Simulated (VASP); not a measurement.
# KCl (Fm-3m) in VASP: a series of runs

Runs on KCl. Level: PBE. Tasks: single point.

All numbers are computed with VASP 6.6.1; they aren't measurements. Logs are shortened: lines on timing, memory, paths and dates and some standing lists are left out, and cuts for length are marked.

## Step 1: The cell of the first run

It takes space group Fm-3m (No. 225, cubic). Conventional cell: a = 6.395 Å, b = 6.395 Å, c = 6.395 Å, α = 90.00°, β = 90.00°, γ = 90.00°. K (site symmetry m-3m) has 6 Cl at 3.20 Å within 4.2 Å. Within 4.2 Å of Cl (site symmetry m-3m) lie 6 K at 3.20 Å.

## Step 2: Single point, PBE (volume scaled by 1.04)

File INCAR:

```
ALGO     = Normal         # electronic algorithm
EDIFF    = 1E-6           # SCF threshold, eV
ENCUT    = 520            # plane-wave cutoff, eV
GGA      = PE             # functional
ISIF     = 2              # what is computed and relaxed
ISMEAR   = -1             # smearing method
LASPH    = T              # aspherical terms in the spheres
LCHARG   = F              # write CHGCAR
LREAL    = F              # projectors in reciprocal space
LWAVE    = F              # write WAVECAR
NBANDS   = 15             # bands
NELM     = 60             # most SCF steps
PREC     = Accurate       # precision mode
SIGMA    = 0.03           # smearing width, eV
```

File KPOINTS:

```
k-points
0
Gamma
  7 7 7
```

File POSCAR:

```
KCl
1.0
    0.0000000000      3.1976323944      3.1976323944
    3.1976323944      0.0000000000      3.1976323944
    3.1976323944      3.1976323944      0.0000000000
K Cl
1 1
Direct
    0.0000000000      0.0000000000      0.0000000000
    0.5000000000      0.5000000000      0.5000000000
```

Potentials or basis: VASP PAW PBE potentials, release 64 (K_sv, Cl).

Launch:

```
> cat potpaw_PBE.64/K_sv/POTCAR potpaw_PBE.64/Cl/POTCAR > POTCAR
> mpirun -np 1 vasp_std > vasp.out
```

OUTCAR:

```text
EDIFF = 1E-6
   ENCUT = 520
   GGA = PE
   ISIF = 2
   ISMEAR = -1
   LASPH = T
   LREAL = F
   NELM = 60
   PREC = Accurate

 ion  position               nearest neighbor table
   1  0.000  0.000  0.000-   2 3.20   2 3.20   2 3.20   2 3.20   2 3.20   2 3.20
   2  0.500  0.500  0.500-   1 3.20   1 3.20   1 3.20   1 3.20   1 3.20   1 3.20

  LATTYP: Found a face centered cubic cell.
 ALAT       =     6.3952647888

  Lattice vectors:

 A1 = (   0.0000000000,   3.1976323944,   3.1976323944)
 A2 = (   3.1976323944,   0.0000000000,   3.1976323944)
 A3 = (   3.1976323944,   3.1976323944,   0.0000000000)

Analysis of symmetry for initial positions (statically):
=====================================================================
 Subroutine PRICEL returns:
 Original cell was already a primitive cell.

 Routine SETGRP: Setting up the symmetry group for a
 face centered cubic supercell.

 Subroutine GETGRP returns: Found 48 space group operations
 (whereof 48 operations were pure point group operations)
 out of a pool of 48 trial point group operations.

The static configuration has the point symmetry O_h .

Analysis of symmetry for dynamics (positions and initial velocities):
=====================================================================
 Subroutine PRICEL returns:
 Original cell was already a primitive cell.

 Routine SETGRP: Setting up the symmetry group for a
 face centered cubic supercell.

 Subroutine GETGRP returns: Found 48 space group operations
 (whereof 48 operations were pure point group operations)
 out of a pool of 48 trial point group operations.

The dynamic configuration has the point symmetry O_h .

 Subroutine INISYM returns: Found 48 space group operations
 (whereof 48 operations are pure point group operations),
 and found     1 'primitive' translations

----------------------------------------------------------------------------------------

                                     Primitive cell

  volume of cell :      65.3906

  direct lattice vectors                    reciprocal lattice vectors
     0.000000000  3.197632394  3.197632394    -0.156365691  0.156365691  0.156365691
     3.197632394  0.000000000  3.197632394     0.156365691 -0.156365691  0.156365691
     3.197632394  3.197632394  0.000000000     0.156365691  0.156365691 -0.156365691

  length of vectors
     4.522135100  4.522135100  4.522135100     0.270833322  0.270833322  0.270833322

  position of ions in fractional coordinates (direct lattice)
     0.000000000  0.000000000  0.000000000
     0.500000000  0.500000000  0.500000000

  ion indices of the primitive-cell ions
   primitive index   ion index
                 1           1
                 2           2

----------------------------------------------------------------------------------------

 KPOINTS: k-points

Automatic generation of k-mesh.
 Grid dimensions read from file:
 generate k-points for:    7    7    7

 Generating k-lattice:

  Cartesian coordinates                     Fractional coordinates (reciprocal lattice)
    -0.022337956  0.022337956  0.022337956     0.142857143  0.000000000  0.000000000
     0.022337956 -0.022337956  0.022337956     0.000000000  0.142857143  0.000000000
     0.022337956  0.022337956 -0.022337956     0.000000000  0.000000000  0.142857143

  Length of vectors
     0.038690475  0.038690475  0.038690475

  Shift w.r.t. Gamma in fractional coordinates (k-lattice)
     0.000000000  0.000000000  0.000000000

 Subroutine IBZKPT returns following result:
 ===========================================

 Found     20 irreducible k-points:

 Following reciprocal coordinates:
            Coordinates               Weight
  0.000000  0.000000  0.000000      1.000000
  0.142857  0.000000  0.000000      8.000000
  0.285714  0.000000  0.000000      8.000000
  0.428571  0.000000  0.000000      8.000000
  0.142857  0.142857  0.000000      6.000000
  0.285714  0.142857  0.000000     24.000000
[... 12 lines left out ...]
 -0.428571  0.428571  0.142857     24.000000
 -0.285714  0.428571  0.142857     24.000000
   k-points           NKPTS =     20   k-points in BZ     NKDIM =     20   number of bands    NBANDS=     15
   number of dos      NEDOS =    301   number of ions     NIONS =      2
   total plane-waves  NPLWV =  46656
   dimension x,y,z NGX =    36 NGY =   36 NGZ =   36
   dimension x,y,z NGXF=    72 NGYF=   72 NGZF=   72
   ions per type =               1   1
   NGX,Y,Z   is equivalent  to a cutoff of  13.23, 13.23, 13.23 a.u.
   NGXF,Y,Z  is equivalent  to a cutoff of  26.47, 26.47, 26.47 a.u.
 SYSTEM =  unknown system
   PREC   = accura    normal or accurate (medium, high low for compatibility)
   ISTART =      0    job   : 0-new  1-cont  2-samecut
   ICHARG =      2    charge: 1-file 2-atom 10-const
   ISPIN  =      1    spin polarized calculation?
   LNONCOLLINEAR =      F non collinear calculations
   LSORBIT =      F    spin-orbit coupling
   LASPH  =      T    aspherical Exc in radial PAW
   ENCUT  =  520.0 eV  38.22 Ry    6.18 a.u.   8.41  8.41  8.41*2*pi/ulx,y,z
   NELM   =     60;   NELMIN=  2; NELMDL= -5     # of ELM steps
   EDIFF  = 0.1E-05   stopping-criterion for ELM
   LREAL  =      F    real-space projection
   EDIFFG = 0.1E-04   stopping-criterion for IOM
   NSW    =      0    number of steps for IOM
   IBRION =     -1    ionic relax: 0-MD 1-quasi-New 2-CG
   NFREE  =      0    steps in history (QN), initial steepest desc. (CG)
   ISIF   =      2    stress and relaxation
   ISYM   =      2    0-nonsym 1-usesym 2-fastsym
   POTIM  = 0.5000    time-step for ionic-motion
   TEBEG  =    0.0;   TEEND  =   0.0 temperature during run
   PSTRESS=    0.0 pullay stress
   NELECT =      16.0000    total number of electrons
   NUPDOWN=      -1.0000    fix difference up-down
   EMIN   =  10.00;   EMAX   =-10.00  energy-range for DOS
   EFERMI =   0.00;   METHOD = LEGACY
   ISMEAR =    -1;   SIGMA  =   0.03  broadening in eV -4-tet -1-fermi 0-gaus
   EFERMI_NEDOS =   21; number of points for ismear=-14 and -15
   IALGO  =     38    algorithm
   IMIX   =      4    mixing-type and parameters
     AMIX     =   0.40;   BMIX     =  1.00
     AMIX_MAG =   1.60;   BMIX_MAG =  1.00
  volume/ion in A,a.u.               =      32.70       220.64
  Fermi-wavevector in a.u.,A,eV,Ry     =   1.023944  1.934974 14.265188  1.048462
  Thomas-Fermi vector in A             =   2.157705
   LORBIT       =      0    0 simple, 1 ext, 2 COOP (PROOUT), +10 PAW based schemes
   GGA     = PE    functional components
   LHFCALC =     F    Hartree Fock is set to
   AEXX    =    0.0000 exact exchange contribution
   IVDW    =     0    specifies the selected vdW correction
   LEPSILON=     F    determine dielectric tensor
   LRPA    =     F    only Hartree local field effects (RPA)
 non-spin polarized calculation
  energy-cutoff  :      520.00
  volume of cell :       65.39
 maximum number of plane-waves:      1807
 NGX is ok and might be reduce to    36
   NGX = 17   NGY = 17   NGZ = 17

 number of electron      15.9999998 magnetization

 Free energy of the ion-electron system (eV)
  ---------------------------------------------------
  ext. energy  EPLUGINS =         0.00000000
  ---------------------------------------------------
  free energy    TOTEN  =        -6.81099552 eV

  energy without entropy =       -6.81099552  energy(sigma->0) =       -6.81099552

 E-fermi :  -1.3041     XC(G=0):  -7.3435

 val. band max:       -2.0274087724   @ k =   0.0000   0.0000   0.0000
 cond. band min:       2.9968000679   @ k =   0.0000   0.0000   0.0000
 fundamental gap:      5.0242088403
 Fermi energy:        -1.3041210170

 k-point     1 :       0.0000    0.0000    0.0000
  band No.  band energies     occupation
      1     -29.3464      2.00000
      2     -14.0930      2.00000
      3     -12.8061      2.00000
      4     -12.8061      2.00000
      5     -12.8061      2.00000
      6      -2.0274      2.00000
      7      -2.0274      2.00000
      8      -2.0274      2.00000
      9       2.9968      0.00000
     10       6.3215      0.00000
     11       6.3215      0.00000
     12       6.3215      0.00000
     13       7.1719      0.00000
     14       7.1719      0.00000
     15      10.7789      0.00000

 k-point     2 :       0.1429    0.0000    0.0000
  band No.  band energies     occupation
      1     -29.3449      2.00000
      2     -14.1288      2.00000
      3     -12.8077      2.00000
      4     -12.8077      2.00000
      5     -12.7616      2.00000
      6      -2.2491      2.00000
      7      -2.0846      2.00000
      8      -2.0846      2.00000
      9       3.4554      0.00000
     10       6.1738      0.00000
     11       6.5636      0.00000
     12       6.5636      0.00000
     13       7.4261      0.00000
     14       7.4261      0.00000
     15      11.4639      0.00000

 k-point     3 :       0.2857    0.0000    0.0000
  band No.  band energies     occupation
      1     -29.3414      2.00000
      2     -14.2018      2.00000
      3     -12.8112      2.00000
      4     -12.8112      2.00000
      5     -12.6686      2.00000
      6      -2.6714      2.00000
      7      -2.2078      2.00000
      8      -2.2078      2.00000
      9       4.4838      0.00000
     10       6.0860      0.00000
     11       7.2390      0.00000
     12       7.2390      0.00000
     13       8.1066      0.00000
     14       8.1066      0.00000
     15      10.9329      0.00000
[... 271 lines left out ...]
 k-point    19 :      -0.4286    0.4286    0.1429
  band No.  band energies     occupation
      1     -29.3362      2.00000
      2     -14.0803      2.00000
      3     -12.8869      2.00000
      4     -12.8628      2.00000
      5     -12.7647      2.00000
      6      -2.6340      2.00000
      7      -2.3560      2.00000
      8      -2.3271      2.00000
      9       5.0929      0.00000
     10       6.2552      0.00000
     11       7.3309      0.00000
     12       8.2270      0.00000
     13       8.5419      0.00000
     14       9.2762      0.00000
     15       9.7317      0.00000

 k-point    20 :      -0.2857    0.4286    0.1429
  band No.  band energies     occupation
      1     -29.3359      2.00000
      2     -14.1053      2.00000
      3     -12.8921      2.00000
      4     -12.8626      2.00000
      5     -12.7239      2.00000
      6      -2.5647      2.00000
      7      -2.5049      2.00000
      8      -2.3626      2.00000
      9       5.6377      0.00000
     10       6.2947      0.00000
     11       7.2616      0.00000
     12       7.6843      0.00000
     13       9.1721      0.00000
     14       9.2344      0.00000
     15      10.0127      0.00000

------------------------ aborting loop because EDIFF is reached ----------------------------------------

  FORCE on cell =-STRESS in cart. coord.  units (eV):
  Direction    XX          YY          ZZ          XY          YZ          ZX
  --------------------------------------------------------------------------------------
  -------------------------------------------------------------------------------------
  Total       -0.0356993     -0.0356993     -0.0356993      0.0000000      0.0000000      0.0000000
  in kB       -0.8746919     -0.8746919     -0.8746919      0.0000000      0.0000000      0.0000000
  external PRESSURE =      -0.8746919 kB  Pullay stress =       0.0000000 kB

 VOLUME and BASIS-vectors are now :
 -----------------------------------------------------------------------------
  energy-cutoff  :      520.00
  volume of cell :       65.39
      direct lattice vectors                 reciprocal lattice vectors
     0.000000000  3.197632394  3.197632394    -0.156365691  0.156365691  0.156365691
     3.197632394  0.000000000  3.197632394     0.156365691 -0.156365691  0.156365691
     3.197632394  3.197632394  0.000000000     0.156365691  0.156365691 -0.156365691

 POSITION                                       TOTAL-FORCE (eV/Angst)
 -----------------------------------------------------------------------------------
      0.00000      0.00000      0.00000         0.000000      0.000000      0.000000
      3.19763      3.19763      3.19763        -0.000000     -0.000000     -0.000000
 -----------------------------------------------------------------------------------
    total drift:                                0.000000      0.000000      0.000000

  FREE ENERGIE OF THE ION-ELECTRON SYSTEM (eV)
  ---------------------------------------------------
  free  energy   TOTEN  =        -6.8109955231 eV

  energy  without entropy=       -6.8109955231  energy(sigma->0) =       -6.81099552
```

Wall time 13 s (1 thread of AMD EPYC 9R45 (Zen 5), shared host); peak memory 0.17 GiB.

What came out:

* Free energy: -6.8110 eV
* Pressure: -0.1 GPa
* Band gap on the k mesh: 5.02 eV, direct

 A k mesh can miss the band edges.

## Step 3: Single point, PBE (volume scaled by 1.02)

File INCAR:

```
ALGO = Normal ; EDIFF = 1E-6
ENCUT = 520 ; GGA = PE
ISIF = 2 ; ISMEAR = -1
LASPH = True ; LCHARG = False
LREAL = False ; LWAVE = False
NBANDS = 15 ; NELM = 60
PREC = Accurate ; SIGMA = 0.03
```

KPOINTS is that of step 2.

File POSCAR:

```
KCl
1.0
    0.0000000000      3.1770019336      3.1770019336
    3.1770019336      0.0000000000      3.1770019336
    3.1770019336      3.1770019336      0.0000000000
K Cl
1 1
Direct
    0.0000000000      0.0000000000      0.0000000000
    0.5000000000      0.5000000000      0.5000000000
```

Potentials or basis: VASP PAW PBE potentials, release 64 (K_sv, Cl).

Launch:

```
> cat potpaw_PBE.64/K_sv/POTCAR potpaw_PBE.64/Cl/POTCAR > POTCAR
> mpirun -np 1 vasp_std > vasp.out
```

It took 14 s on 1 thread of AMD EPYC 9R45 (Zen 5), shared host; peak memory 0.17 GiB.

Results (log left out):

* Free energy: -6.8101 eV
* Pressure: 0.2 GPa
* Band gap on the k mesh: 5.09 eV, direct

Levels at points of the mesh, in eV from the valence-band top:
```
           k point  band 4  band 5  band 6  band 7  band 8  band 9  band 10  band 11  band 12  band 13
(0.00, 0.00, 0.00)  -10.73  -10.73    0.00    0.00    0.00    5.09     8.36     8.36     8.36     9.22
```

(Continued in part 2 of 2.)
